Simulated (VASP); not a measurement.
Here is a VASP 6.6.1 calculation.

The input INCAR:

```
SYSTEM = Nb16H
PREC = Accurate ; ENCUT = 520
EDIFF = 1E-6 ; ISMEAR = -1
SIGMA = 0.05 ; LREAL = Auto
LASPH = .TRUE. ; NELM = 80
ALGO = Normal ; ISIF = 2
LWAVE = .FALSE. ; LCHARG = .FALSE.
GGA = PS ; NBANDS = 118
```

Contents of KPOINTS:

```
Automatic mesh
0
G
  2 2 2
  0 0 0
```

File POSCAR:

```
Nb16H
1.0
    6.6000000000      0.0000000000      0.0000000000
    0.0000000000      6.6000000000      0.0000000000
    0.0000000000      0.0000000000      6.6000000000
Nb H
16 1
Direct
   -0.0000719385     -0.0003382665      0.0031250696
    0.4999285941      0.0034041234     -0.0000700630
   -0.0000709202      0.5013956090      0.0031387627
   -0.0000692333     -0.0004360299      0.5021952415
    0.2507917493      0.2505549307      0.2466724634
    0.4999286295      0.4976904992     -0.0000699276
    0.4999294116      0.0093986129      0.4927854298
    0.7490712574      0.2505539428      0.2466708774
   -0.0000693401      0.5015176058      0.5022041556
    0.2470634159      0.7505485959      0.2498693336
    0.2509137082      0.2505369976      0.7476050385
    0.4999293339      0.4917348677      0.4928056604
    0.7527943910      0.7505485792      0.2498695124
    0.7489457197      0.2505371797      0.7476039726
    0.2411226938      0.7505375410      0.7570175319
    0.7587292876      0.7505376334      0.7570161336
    0.4999234403      0.7505934780      0.6248244077
```

Potentials or basis: VASP PAW PBE potentials, release 64 (Nb_sv, H).

Launch:

```console
$ cat potpaw_PBE.64/Nb_sv/POTCAR potpaw_PBE.64/H/POTCAR > POTCAR
$ mpirun -np 1 vasp_std > vasp.out
```

(1) Predict the largest force.

(2) What does it give for the pressure?

Results:

(1) 0.007 eV/Å.

(2) -2.3 GPa.

Caveat: the k points lie up to 0.48 Å⁻¹ apart; the PAW data sets were made with another functional, which shifts forces and pressure a little.
